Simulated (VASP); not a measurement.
# Nb (Im-3m) in VASP: further runs, part 2 of 2

VASP 6.6.1. The steps go on from the part before.

### 4 Single point, PBE

This run uses another cell than the first one: it holds 16 atoms, not 1.

File INCAR:

```
  PREC = Accurate
  ENCUT = 520
  EDIFF = 1E-6
  ISMEAR = 1
  SIGMA = 0.1
  LREAL = Auto
  LASPH = T
  NELM = 100
  ALGO = Normal
  ISIF = 2
  LWAVE = F
  LCHARG = F
  GGA = PE
  NBANDS = 118
```

File KPOINTS:

```
Automatic mesh
0
Gamma
  5 5 5
```

File POSCAR:

```
Nb
1.0
    6.6171497896      0.0000000000      0.0000000000
    0.0000000000      6.6171497896      0.0000000000
    0.0000000000      0.0000000000      6.6171497896
Nb
16
Direct
    0.0000000000      0.0000000000      0.0000000000
    0.2500000000      0.2500000000      0.2500000000
    0.0000000000      0.0000000000      0.5000000000
    0.2500000000      0.2500000000      0.7500000000
    0.0000000000      0.5000000000      0.0000000000
    0.2500000000      0.7500000000      0.2500000000
    0.0000000000      0.5000000000      0.5000000000
    0.2500000000      0.7500000000      0.7500000000
    0.5000000000      0.0000000000      0.0000000000
    0.7500000000      0.2500000000      0.2500000000
    0.5000000000      0.0000000000      0.5000000000
    0.7500000000      0.2500000000      0.7500000000
    0.5000000000      0.5000000000      0.0000000000
    0.7500000000      0.7500000000      0.2500000000
    0.5000000000      0.5000000000      0.5000000000
    0.7500000000      0.7500000000      0.7500000000
```

Potentials or basis: VASP PAW PBE potentials, release 64 (Nb_sv).

On the command line:

```sh
$ cat potpaw_PBE.64/Nb_sv/POTCAR > POTCAR
$ mpirun -np 1 vasp_std > vasp.out
```

OUTCAR:

```text
PREC = Accurate
   ENCUT = 520
   EDIFF = 1E-6
   ISMEAR = 1
   LREAL = Auto
   LASPH = T
   NELM = 100
   ISIF = 2
   GGA = PE

 ion  position               nearest neighbor table
   1  0.000  0.000  0.000-   2 2.87   4 2.87   6 2.87   8 2.87  10 2.87  12 2.87  14 2.87  16 2.87

   2  0.250  0.250  0.250-   1 2.87   3 2.87   5 2.87   7 2.87   9 2.87  11 2.87  13 2.87  15 2.87

   3  0.000  0.000  0.500-   2 2.87   4 2.87   6 2.87   8 2.87  10 2.87  12 2.87  14 2.87  16 2.87
[... 23 lines left out ...]
  15  0.500  0.500  0.500-   2 2.87   4 2.87   6 2.87   8 2.87  10 2.87  12 2.87  14 2.87  16 2.87

  16  0.750  0.750  0.750-   1 2.87   3 2.87   5 2.87   7 2.87   9 2.87  11 2.87  13 2.87  15 2.87

  LATTYP: Found a simple cubic cell.
 ALAT       =     6.6171497896

  Lattice vectors:

 A1 = (   6.6171497896,   0.0000000000,   0.0000000000)
 A2 = (   0.0000000000,   6.6171497896,   0.0000000000)
 A3 = (   0.0000000000,   0.0000000000,   6.6171497896)

Analysis of symmetry for initial positions (statically):
[... 182 lines left out ...]
 Fermi energy:        11.0831144336

 k-point     1 :       0.0000    0.0000    0.0000
  band No.  band energies     occupation
      1     -43.2705      2.00000
      2     -43.0503      2.00000
      3     -43.0503      2.00000
      4     -43.0503      2.00000
      5     -43.0503      2.00000
      6     -43.0503      2.00000
[... 1179 lines left out ...]
    115      14.0391      0.00000
    116      14.1625      0.00000
 [bands above 116 left out]

------------------------ aborting loop because EDIFF is reached ----------------------------------------

  FORCE on cell =-STRESS in cart. coord.  units (eV):
  Direction    XX          YY          ZZ          XY          YZ          ZX
  --------------------------------------------------------------------------------------
  -------------------------------------------------------------------------------------
  Total       -0.0713404     -0.0713404     -0.0713404      0.0000000     -0.0000000      0.0000000
  in kB       -0.3944875     -0.3944875     -0.3944875      0.0000000     -0.0000000      0.0000000
  external PRESSURE =      -0.3944875 kB  Pullay stress =       0.0000000 kB

 VOLUME and BASIS-vectors are now :
 -----------------------------------------------------------------------------
  energy-cutoff  :      520.00
  volume of cell :      289.74
      direct lattice vectors                 reciprocal lattice vectors
     6.617149790  0.000000000  0.000000000     0.151122467  0.000000000  0.000000000
     0.000000000  6.617149790  0.000000000     0.000000000  0.151122467  0.000000000
     0.000000000  0.000000000  6.617149790     0.000000000  0.000000000  0.151122467

 POSITION                                       TOTAL-FORCE (eV/Angst)
 -----------------------------------------------------------------------------------
      0.00000      0.00000      0.00000        -0.000000     -0.000000     -0.000000
      1.65429      1.65429      1.65429         0.000000      0.000000      0.000000
      0.00000      0.00000      3.30857        -0.000000     -0.000000     -0.000000
      1.65429      1.65429      4.96286         0.000000     -0.000000     -0.000000
      0.00000      3.30857      0.00000        -0.000000      0.000000     -0.000000
      1.65429      4.96286      1.65429        -0.000000      0.000000      0.000000
[... 8 lines left out ...]
      3.30857      3.30857      3.30857        -0.000000     -0.000000     -0.000000
      4.96286      4.96286      4.96286         0.000000      0.000000      0.000000
 -----------------------------------------------------------------------------------
    total drift:                                0.000000     -0.000000     -0.000000

  FREE ENERGIE OF THE ION-ELECTRON SYSTEM (eV)
  ---------------------------------------------------
  free  energy   TOTEN  =      -163.4389596948 eV

  energy  without entropy=     -163.4490425727  energy(sigma->0) =     -163.44232065
```

OSZICAR:

```text
N       E                     dE             d eps       ncg     rms          rms(c)
DAV:   1     0.313346653525E+04    0.31335E+04   -0.11445E+05  2360   0.188E+03
DAV:   2     0.137847770353E+03   -0.29956E+04   -0.29380E+04  2604   0.824E+02
DAV:   3    -0.138885683302E+03   -0.27673E+03   -0.26650E+03  3752   0.169E+02
DAV:   4    -0.167917169954E+03   -0.29031E+02   -0.27435E+02  3992   0.496E+01
DAV:   5    -0.170031010831E+03   -0.21138E+01   -0.20598E+01  3984   0.132E+01    0.282E+01
DAV:   6    -0.163956280967E+03    0.60747E+01   -0.14046E+01  3416   0.161E+01    0.956E+00
DAV:   7    -0.163307299592E+03    0.64898E+00   -0.50550E+00  3584   0.876E+00    0.406E+00
DAV:   8    -0.163435673281E+03   -0.12837E+00   -0.62601E-01  3624   0.299E+00    0.592E-01
DAV:   9    -0.163439289647E+03   -0.36164E-02   -0.50063E-02  3384   0.102E+00    0.238E-01
DAV:  10    -0.163439035017E+03    0.25463E-03   -0.49328E-03  3776   0.255E-01    0.837E-02
DAV:  11    -0.163438965073E+03    0.69944E-04   -0.69733E-04  3176   0.135E-01    0.273E-02
DAV:  12    -0.163438960404E+03    0.46687E-05   -0.73671E-05  4336   0.265E-02    0.563E-03
DAV:  13    -0.163438959695E+03    0.70968E-06   -0.75251E-06  2440   0.125E-02
   1 F= -.16343896E+03 E0= -.16344232E+03  d E =0.100829E-01
```

stdout:

```text
POSCAR found type information on POSCAR Nb
 POSCAR found :  1 types and      16 ions
 scaLAPACK will be used
 LDA part: xc-table for (Slater+PW92), standard interpolation
 POSCAR, INCAR and KPOINTS ok, starting setup
 FFT: planning ... GRIDC
 FFT: planning ... GRID_SOFT
 FFT: planning ... GRID
 WAVECAR not read
 entering main loop
```

Run time: 9.4 min. Hardware: 1 thread of Intel Xeon Platinum 8259CL at 2.50GHz (Skylake/Cascade Lake), shared host; peak memory 0.45 GiB.

What came out:

```yaml
Free_energy: -163.4390 eV
Pressure: 0.0 GPa
Band_gap_on_the_k_mesh: zero (band 104 reaches 12.06 eV, above the bottom of band 105 at 10.23 eV)
```

### 5 The runs side by side

| task | cell | k mesh | cutoff (eV) | gap on the mesh (eV) | pressure (GPa) |
| --- | --- | --- | --- | --- | --- |
| single point | a = 2.865 Å, angles 109.5°, 1 atom | 16 × 16 × 16 | 520 | none | -0.4 |
| relaxation of cell and atoms | relaxed from a = 2.873 Å, angles 109.5°, 1 atom | 16 × 16 × 16 | 600 | none | 0.0 |
| single point | a = 6.617 Å, 16 atoms | 5 × 5 × 5 | 520 | none | 0.0 |

Alike in all rows: level PBE; potentials or basis VASP PAW PBE potentials, release 64 (Nb_sv); no spin polarisation; smearing methfessel-paxton 0.1 eV.

Absolute energies hang on the potentials; compare differences alone.
